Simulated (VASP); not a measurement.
# H21C10N3O2 in VASP: a series of runs, part 3 of 3

VASP 6.6.1. The steps go on from the part before.

### 4 Single point, r2SCAN+D3(BJ)

POSCAR reads:

```
H21C10N3O2
1.0
    7.1400370000      0.0000000000      0.0000000000
    0.0000000000      7.1400370000      0.0000000000
    0.0000000000      0.0000000000      7.1400370000
C O H N
10 2 21 3
Direct
    0.8309060583      0.3427013053      0.9102333783
    0.8526006238      0.1885144293      0.7714805960
    0.1845928810      0.1060918872      0.2481499746
    0.3163849151      0.2001390189      0.1219741578
    0.4717062391      0.5189468906      0.5584564898
    0.4154460264      0.7124893050      0.5632603865
   -0.0121848108      0.5484145250      0.3315108871
   -0.0542434164      0.6897863414      0.4713280898
    0.4144796449      0.6738620542      1.0448125129
    0.6026579414      0.7647579417      1.0932576400
    1.0527676537      0.1922399002      0.7150943335
    0.4906837318      0.2425757738      0.2033042686
    1.0821512550      0.0715542510      0.6636660286
    0.8333010039      0.0512882496      0.8317043735
    0.7586095142      0.1793127963      0.6504868252
    0.6864110088      0.3440878528      0.9566617092
    0.9167459496      0.3109507696      1.0262411805
    0.8542812873      0.4836389503      0.8588050734
    0.5473080882      0.1199153450      0.2277859344
    0.3399702270      0.1296491881     -0.0098598929
    0.2540182915      0.3362447562      0.1084728272
    0.0321426906      0.1289209005      0.2129820896
    0.2399707452     -0.0540193279      0.2698025234
    0.1767497843      0.1780663041      0.3934013227
    0.5144651211      0.4804877062      0.4112583730
    0.6159351835      0.5254174453      0.6321675924
    0.3585835760      0.4246336539      0.6218175060
   -0.0277309487      0.6184421733      0.1914135739
    0.1106857009      0.4622385010      0.3782753507
   -0.1151674704      0.4251518585      0.3428693717
    0.4525046579      0.5476722320      0.9964654245
    0.3190179547      0.6897023083      1.1525710581
    0.3469169698      0.7695758439      0.9416337758
    0.3785134447      0.8676705737      0.5922098163
   -0.0546635823      0.8110602228      0.5753471586
    0.7381334298      0.8563401002      1.1114368175
```

INCAR.step1 reads:

```
SYSTEM = H21C10N3O2
PREC = Accurate
ENCUT = 520
ISMEAR = -1
SIGMA = 0.02
LREAL = Auto
LASPH = .True.
NELM = 100
NBANDS = 68
GGA = PE
ALGO = Normal
EDIFF = 1E-4
LWAVE = .True.
LCHARG = .False.
```

INCAR.step2 reads:

```
SYSTEM = H21C10N3O2
PREC = Accurate
ENCUT = 520
EDIFF = 1E-7
ISMEAR = -1
SIGMA = 0.02
LREAL = Auto
LASPH = .True.
NELM = 100
ALGO = Normal
ISIF = 2
LWAVE = .False.
LCHARG = .False.
METAGGA = R2SCAN
LMIXTAU = .True.
IVDW = 12
VDW_S6 = 1.0
VDW_S8 = 0.78981345
VDW_A1 = 0.49484001
VDW_A2 = 5.73083694
NBANDS = 68
ISTART = 1
```

KPOINTS reads:

```
regular mesh
0
Gamma
  1 1 1
  0 0 0
```

Potentials or basis: VASP PAW PBE potentials, release 64 (C, O, H, N).

Command:

```bash
cat potpaw_PBE.64/C/POTCAR potpaw_PBE.64/O/POTCAR potpaw_PBE.64/H/POTCAR potpaw_PBE.64/N/POTCAR > POTCAR
cp INCAR.step1 INCAR
mpirun -np 1 vasp_gam > vasp.out
cp INCAR.step2 INCAR
mpirun -np 1 vasp_gam > vasp.out
```

OUTCAR:

```text
SYSTEM = H21C10N3O2
   PREC = Accurate
   ENCUT = 520
   EDIFF = 1E-7
   ISMEAR = -1
   LREAL = Auto
   LASPH = .True.
   NELM = 100
   ISIF = 2
   METAGGA = R2SCAN
   IVDW = 12
   ISTART = 1
 IVDW          = 12

 ion  position               nearest neighbor table
   1  0.831  0.343  0.910-  17 1.06  16 1.08  18 1.08   2 1.49
   2  0.853  0.189  0.771-  14 1.08  15 1.10  11 1.49   1 1.49
   3  0.185  0.106  0.248-  22 1.13  24 1.16  23 1.22   4 1.47
   4  0.316  0.200  0.122-  21 1.07  20 1.08  12 1.41   3 1.47
   5  0.472  0.519  0.558-  25 1.13  27 1.14  26 1.16   6 1.44
   6  0.415  0.712  0.563-  34 1.16   5 1.44
   7  0.988  0.548  0.332-  29 1.12  28 1.12  30 1.15   8 1.45
   8  0.946  0.690  0.471-  35 1.14   7 1.45
   9  0.414  0.674  0.045-  31 1.00  32 1.03  33 1.11  10 1.53
  10  0.603  0.765  0.093-  36 1.17   9 1.53
  11  0.053  0.192  0.715-  13 0.96   2 1.49
  12  0.491  0.243  0.203-  19 0.98   4 1.41
  13  0.082  0.072  0.664-  11 0.96
  14  0.833  0.051  0.832-   2 1.08
  15  0.759  0.179  0.650-   2 1.10
  16  0.686  0.344  0.957-   1 1.08
  17  0.917  0.311  0.026-   1 1.06
[... 17 lines left out ...]
  35  0.945  0.811  0.575-   8 1.14
  36  0.738  0.856  0.111-  10 1.17

  LATTYP: Found a simple cubic cell.
 ALAT       =     7.1400370000

  Lattice vectors:

 A1 = (   7.1400370000,   0.0000000000,   0.0000000000)
 A2 = (   0.0000000000,   7.1400370000,   0.0000000000)
 A3 = (   0.0000000000,   0.0000000000,   7.1400370000)

Analysis of symmetry for initial positions (statically):
=====================================================================
 Subroutine PRICEL returns:
 Original cell was already a primitive cell.

 Routine SETGRP: Setting up the symmetry group for a
 simple cubic supercell.

 Subroutine GETGRP returns: Found  1 space group operations
 (whereof  1 operations were pure point group operations)
 out of a pool of 48 trial point group operations.

The static configuration has the point symmetry C_1 .

Analysis of symmetry for dynamics (positions and initial velocities):
=====================================================================
 Subroutine PRICEL returns:
 Original cell was already a primitive cell.

 Routine SETGRP: Setting up the symmetry group for a
 simple cubic supercell.

 Subroutine GETGRP returns: Found  1 space group operations
 (whereof  1 operations were pure point group operations)
 out of a pool of 48 trial point group operations.

The dynamic configuration has the point symmetry C_1 .

 Subroutine INISYM returns: Found  1 space group operations
 (whereof  1 operations are pure point group operations),
 and found     1 'primitive' translations

----------------------------------------------------------------------------------------

                                     Primitive cell

  volume of cell :     364.0000

  direct lattice vectors                    reciprocal lattice vectors
     7.140037000  0.000000000  0.000000000     0.140055297  0.000000000  0.000000000
     0.000000000  7.140037000  0.000000000     0.000000000  0.140055297  0.000000000
     0.000000000  0.000000000  7.140037000     0.000000000  0.000000000  0.140055297

  length of vectors
     7.140037000  7.140037000  7.140037000     0.140055297  0.140055297  0.140055297

  position of ions in fractional coordinates (direct lattice)
[... 99 lines left out ...]

 Found      1 irreducible k-points:

 Following reciprocal coordinates:
            Coordinates               Weight
  0.000000  0.000000  0.000000      1.000000
   k-points           NKPTS =      1   k-points in BZ     NKDIM =      1   number of bands    NBANDS=     68
   number of dos      NEDOS =    301   number of ions     NIONS =     36
   total plane-waves  NPLWV = 157464
   dimension x,y,z NGX =    54 NGY =   54 NGZ =   54
   dimension x,y,z NGXF=   108 NGYF=  108 NGZF=  108
   ions per type =              10   2  21   3
   NGX,Y,Z   is equivalent  to a cutoff of  12.57, 12.57, 12.57 a.u.
   NGXF,Y,Z  is equivalent  to a cutoff of  25.15, 25.15, 25.15 a.u.
 SYSTEM =  H21C10N3O2
   PREC   = accura    normal or accurate (medium, high low for compatibility)
   ISTART =      1    job   : 0-new  1-cont  2-samecut
   ICHARG =      0    charge: 1-file 2-atom 10-const
   ISPIN  =      1    spin polarized calculation?
   LNONCOLLINEAR =      F non collinear calculations
   LSORBIT =      F    spin-orbit coupling
   LASPH  =      T    aspherical Exc in radial PAW
   ENCUT  =  520.0 eV  38.22 Ry    6.18 a.u.  13.28 13.28 13.28*2*pi/ulx,y,z
   NELM   =    100;   NELMIN=  2; NELMDL=  0     # of ELM steps
   EDIFF  = 0.1E-06   stopping-criterion for ELM
   LREAL  =      T    real-space projection
   EDIFFG = 0.1E-05   stopping-criterion for IOM
   NSW    =      0    number of steps for IOM
   IBRION =     -1    ionic relax: 0-MD 1-quasi-New 2-CG
   NFREE  =      0    steps in history (QN), initial steepest desc. (CG)
   ISIF   =      2    stress and relaxation
   ISYM   =      2    0-nonsym 1-usesym 2-fastsym
   POTIM  = 0.5000    time-step for ionic-motion
   TEBEG  =    0.0;   TEEND  =   0.0 temperature during run
   PSTRESS=    0.0 pullay stress
   NELECT =      88.0000    total number of electrons
   NUPDOWN=      -1.0000    fix difference up-down
   EMIN   =  10.00;   EMAX   =-10.00  energy-range for DOS
   EFERMI =   0.00;   METHOD = LEGACY
   ISMEAR =    -1;   SIGMA  =   0.02  broadening in eV -4-tet -1-fermi 0-gaus
   EFERMI_NEDOS =   21; number of points for ismear=-14 and -15
   IALGO  =     38    algorithm
   IMIX   =      4    mixing-type and parameters
     AMIX     =   0.40;   BMIX     =  1.00
     AMIX_MAG =   1.60;   BMIX_MAG =  1.00
  volume/ion in A,a.u.               =      10.11        68.23
  Fermi-wavevector in a.u.,A,eV,Ry     =   1.019848  1.927232 14.151270  1.040089
  Thomas-Fermi vector in A             =   2.153384
   LORBIT       =      0    0 simple, 1 ext, 2 COOP (PROOUT), +10 PAW based schemes
   METAGGA = R2SCAN    functional components
   LHFCALC =     F    Hartree Fock is set to
   AEXX    =    0.0000 exact exchange contribution
   IVDW    =    12    specifies the selected vdW correction
   LEPSILON=     F    determine dielectric tensor
   LRPA    =     F    only Hartree local field effects (RPA)
 non-spin polarized calculation
  energy-cutoff  :      520.00
  volume of cell :      364.00
 maximum number of plane-waves:      4898
 NGX is ok and might be reduce to    54
   NGX = 27   NGY = 27   NGZ = 27

 number of electron      87.9999993 magnetization

 Free energy of the ion-electron system (eV)
  ---------------------------------------------------
  ext. energy  EPLUGINS =         0.00000000
  ---------------------------------------------------
  free energy    TOTEN  =      -215.09129160 eV

  energy without entropy =     -215.09129160  energy(sigma->0) =     -215.09129160

 E-fermi :  -1.7379     XC(G=0):  -7.6572

 val. band max:       -2.2438151708   @ k =   0.0000   0.0000   0.0000
 cond. band min:       2.6141684427   @ k =   0.0000   0.0000   0.0000
 fundamental gap:      4.8579836136
 Fermi energy:        -1.7379288361

 k-point     1 :       0.0000    0.0000    0.0000
  band No.  band energies     occupation
      1     -23.2956      2.00000
      2     -22.0663      2.00000
      3     -20.3736      2.00000
      4     -20.2915      2.00000
      5     -20.0778      2.00000
      6     -16.6358      2.00000
[... 48 lines left out ...]
     55       5.4987      0.00000
     56       5.6118      0.00000
 [bands above 56 left out]

------------------------ aborting loop because EDIFF is reached ----------------------------------------

 Edisp (eV)   -0.91002

 E8    (eV) :    -0.1523

  FORCE on cell =-STRESS in cart. coord.  units (eV):
  Direction    XX          YY          ZZ          XY          YZ          ZX
  --------------------------------------------------------------------------------------
  -------------------------------------------------------------------------------------
  Total      -6.74659    -1.10843     4.18383    -0.47038     1.24307    -1.13849
  in kB     -29.69569    -4.87884    18.41547    -2.07040     5.47147    -5.01118
  external pressure =       -5.39 kB  Pullay stress =        0.00 kB

 VOLUME and BASIS-vectors are now :
 -----------------------------------------------------------------------------
  energy-cutoff  :      520.00
  volume of cell :      364.00
      direct lattice vectors                 reciprocal lattice vectors
     7.140037000  0.000000000  0.000000000     0.140055297  0.000000000  0.000000000
     0.000000000  7.140037000  0.000000000     0.000000000  0.140055297  0.000000000
     0.000000000  0.000000000  7.140037000     0.000000000  0.000000000  0.140055297

 POSITION                                       TOTAL-FORCE (eV/Angst)
 -----------------------------------------------------------------------------------
      5.93270      2.44690      6.49910        -1.587091      0.093915     -0.835417
      6.08760      1.34600      5.50840         1.824765     -0.784376     -0.657811
      1.31800      0.75750      1.77180        -0.697438     -2.311950      2.784855
      2.25900      1.42900      0.87090        -0.504007      1.432362     -0.059002
      3.36800      3.70530      3.98740         1.402800     -0.085997     -0.202980
      2.96630      5.08720      4.02170        -0.115421      0.046035      0.527248
[... 28 lines left out ...]
      6.74974      5.79100      4.10800        -0.482261      1.558168      1.527351
      5.27030      6.11430      0.79566        -1.321348     -1.171975      0.058628
 -----------------------------------------------------------------------------------
    total drift:                                0.000958      0.007876      0.028774

  FREE ENERGIE OF THE ION-ELECTRON SYSTEM (eV)
  ---------------------------------------------------
  free  energy   TOTEN  =      -216.0013081589 eV

  energy  without entropy=     -216.0013081589  energy(sigma->0) =     -216.00130816
```

Run time: 3.7 min. Hardware: 1 thread of Intel Xeon Platinum 8259CL at 2.50GHz (Skylake/Cascade Lake), shared host; peak memory 0.45 GiB.

What came out:

```
Free energy                : -216.0013 eV
Pressure                   : -0.5 GPa
Largest force              : 5.609 eV/Å
Band gap on the k mesh     : 4.86 eV
Dispersion energy per atom : -0.025 eV
```

Forces on the atoms (eV/Å):
```
C   -1.587  0.094 -0.835
C    1.825 -0.784 -0.658
C   -0.697 -2.312  2.785
C   -0.504  1.432 -0.059
C    1.403 -0.086 -0.203
C   -0.115  0.046  0.527
C   -1.456 -1.659  0.556
C    0.795 -1.767 -1.550
C    2.110  5.187 -0.331
C   -0.768  0.987 -0.344
O   -0.914  0.751 -0.056
O    1.183 -1.035  0.670
H    0.001 -0.511 -0.168
H   -0.212 -0.202  0.730
H    0.036  0.813 -0.251
H   -0.286 -0.156  0.376
H    0.731  0.015  0.938
H    0.545  0.157 -0.336
H    0.256  0.638  0.089
H   -0.377 -0.067 -0.568
H   -0.170  0.648 -1.120
H    1.139 -1.136 -0.535
H   -1.709  2.645 -0.044
H    0.866 -0.974 -1.320
H   -0.783 -0.192  0.908
H   -1.678 -0.655 -0.247
H    1.406  0.649 -0.576
H    0.668 -0.884  0.757
H    0.011  1.204 -0.815
H    0.310  1.487 -0.351
H    0.039 -3.537 -1.203
H   -0.908 -0.724  2.043
H    0.723 -0.690 -0.230
N   -0.078  0.233 -0.165
N   -0.482  1.558  1.527
N   -1.321 -1.172  0.059
```

Stress tensor (GPa, compression positive):
```
-2.97 -0.21 -0.50
-0.21 -0.49  0.55
-0.50  0.55  1.84
```

Caveat: the k points lie up to 0.88 Å⁻¹ apart; the PAW data sets were made with another functional, which shifts forces and pressure a little.
